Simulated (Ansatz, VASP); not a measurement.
**One calculation of Si3Ge, two programs**

```
CELL_PARAMETERS angstrom
5.07429 0.00000 0.00000
0.00000 5.07429 0.00000
0.00000 0.00000 2.55308
ATOMIC_POSITIONS crystal
Si 0.00000 0.50000 0.00000
Si 0.50000 0.00000 0.00000
Si 0.00000 0.00000 0.50000
Ge 0.50000 0.50000 0.00000
```

Alike in both runs: functional PBE; k mesh 4 × 4 × 6; occupations gaussian, width 0.1 eV; no spin polarisation.

Ansatz relaxed the structure, and its values are those at the end. VASP's run is a single point on that final structure, the one shown.

```csv
,VASP,Ansatz
version,VASP 6.6.1,Ansatz 0.2.0
potentials or method,"VASP PAW PBE potentials, release 64 (Si, Ge_d), cutoff 520 eV","scalar-relativistic, plane waves, PAW"
valence electrons in the cell,26,26
```

|  | VASP | Ansatz | Ansatz less VASP |
| --- | --- | --- | --- |
| gap on the k mesh at the Fermi level (eV) | none | none | - |
| pressure (GPa) | -0.1 | -0.1 | +0.10 |

A gap of «none» marks a metal or a gap that the smearing closes.

The k mesh is coarse, so the values compare programs but aren't converged.
